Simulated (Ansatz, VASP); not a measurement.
## Two plane-wave programs on Os

INCAR

```
SYSTEM = Os
  ALGO = Normal
  EDIFF = 1E-8
  ENCUT = 520
  GGA = PS
  ISIF = 2
  ISMEAR = -1
  LASPH = .TRUE.
  LCHARG = .FALSE.
  LEFG = .TRUE.
  LREAL = .FALSE.
  LWAVE = .FALSE.
  NBANDS = 15
  NELM = 60
  PREC = Accurate
  SIGMA = 0.08
```

File KPOINTS:

```
k-points
0
G
  17 17 10
  0 0 0
```

The input POSCAR:

```
Os
1.0
    2.7700791012      0.0000000000      0.0000000000
   -1.3850395506      2.3989588721      0.0000000000
    0.0000000000      0.0000000000      4.3765446767
Os
2
Direct
    0.3333333333      0.6666666667      0.2500000000
    0.6666666667      0.3333333333      0.7500000000
```

Input for Ansatz:

```yaml
crystal:
  lattice:
    - [2.7700791012, 0.0, 0.0]
    - [-1.3850395506, 2.3989588721, 0.0]
    - [0.0, 0.0, 4.3765446767]
  atoms:
    - { symbol: Os, position: [0.3333333333, 0.6666666667, 0.25] }
    - { symbol: Os, position: [0.6666666667, 0.3333333333, 0.75] }
kpoints:
  mp_grid: { grid: [17, 17, 10] }
scf:
  occupations: { method: fermi_dirac, width: 0.08 }
hamiltonian:
  xc: pbesol
  pseudopotentials: { kind: paw }
output:
  forces: true
  stress: true
  eigenvalues: true
  efg: { contact_densities: true }
```

Change from the starting cell: volume scaled by 1.04, PAW files.

Alike in both runs: task electric field gradients; functional PBEsol; k mesh 17 × 17 × 10; occupations fermi-dirac, width 0.08 eV; no spin polarisation.

```csv
,VASP,Ansatz
version,VASP 6.6.1,Ansatz 0.2.0
potentials or method,"VASP PAW PBE potentials, release 64 (Os)","PAW with Ansatz's default frozen-core files, scalar-relativistic"
plane-wave cutoff (eV),520,420
valence electrons in the cell,16,32
```

```csv
,VASP,Ansatz,Ansatz less VASP
pressure (GPa),-17.7,-17.7,+0.01
"traceless stress, the component that is largest in VASP (GPa)",-1.13,-1.08,+0.050
size of Vzz on the site where it differs most (V/Å²),74.9,57.5,-17.43
```

VASP's potentials were made for PBE, not for PBEsol. With one functional, cell and mesh, what is left measures potentials, basis and numerics. VASP's potentials hold 16 valence electrons a cell and Ansatz's 32, so a difference there can come from the potentials and not from the codes.

Neither program's run includes spin-orbit coupling.
